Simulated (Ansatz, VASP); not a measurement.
## One calculation of PbSe, two programs

Contents of POSCAR:

```
PbSe
1.0
    0.0000000000      3.4232041310      3.4232041310
    3.4232041310      0.0000000000      3.4232041310
    3.4232041310      3.4232041310      0.0000000000
Pb Se
1 1
Direct
    0.0000000000      0.0000000000      0.0000000000
    0.2500000000      0.2500000000      0.2500000000
```

INCAR.step1

```
SYSTEM = PbSe
ALGO = Normal ; EDIFF = 1E-5
ENCUT = 520 ; GGA = PE
ISIF = 2 ; ISMEAR = 0
LASPH = .TRUE. ; LREAL = .FALSE.
LWAVE = .TRUE. ; NBANDS = 17
NELM = 100 ; PREC = Accurate
SIGMA = 0.01
```

The input INCAR.step2:

```
SYSTEM = PbSe
ALGO = Normal ; EDIFF = 1E-6
ENCUT = 520 ; GGA = PE
HFSCREEN = 0.2079 ; ISIF = 2
ISMEAR = 0 ; ISTART = 1
LASPH = .TRUE. ; LCHARG = .TRUE.
LELF = .TRUE. ; LHFCALC = .TRUE.
LREAL = .FALSE. ; LVHAR = .TRUE.
LWAVE = .FALSE. ; NBANDS = 17
NELM = 100 ; PREC = Accurate
PRECFOCK = Normal ; SIGMA = 0.01
```

The input KPOINTS:

```
k-points
0
G
  4 4 4
  0 0 0
```

Input for Ansatz:

```yaml
crystal:
  lattice:
    - [0.0, 3.423204131, 3.423204131]
    - [3.423204131, 0.0, 3.423204131]
    - [3.423204131, 3.423204131, 0.0]
  atoms:
    - { symbol: Pb, position: [0.0, 0.0, 0.0] }
    - { symbol: Se, position: [0.25, 0.25, 0.25] }
kpoints:
  mp_grid: { grid: [4, 4, 4] }
hamiltonian:
  xc: hse06
scf:
  occupations: { method: fixed }
  n_extra_bands: 4
output:
  forces: true
  stress: true
  eigenvalues: true
```

Alike in both runs: task single point; functional HSE06; k mesh 4 × 4 × 4; no spin polarisation.

|  | VASP | Ansatz |
| --- | --- | --- |
| version | VASP 6.6.1 | Ansatz 0.2.0 |
| potentials or method | VASP PAW PBE potentials, release 64 (Pb_d, Se) | plane waves, PAW |
| plane-wave cutoff (eV) | 520 | 420 |
| occupations | gaussian, width 0.01 eV | fixed |
| valence electrons in the cell | 20 | 30 |

|  | VASP | Ansatz | Ansatz less VASP |
| --- | --- | --- | --- |
| gap on the k mesh at the Fermi level (eV) | 1.07 | 1.06 | -0.010 |
| pressure (GPa) | 0.0 | 0.1 | +0.07 |

VASP's potentials hold 20 valence electrons a cell and Ansatz's 30, so a difference there can come from the potentials and not from the codes. Ansatz's warnings: stress exchange threshold loose, stress scf threshold loose.

Spin-orbit coupling is off throughout.
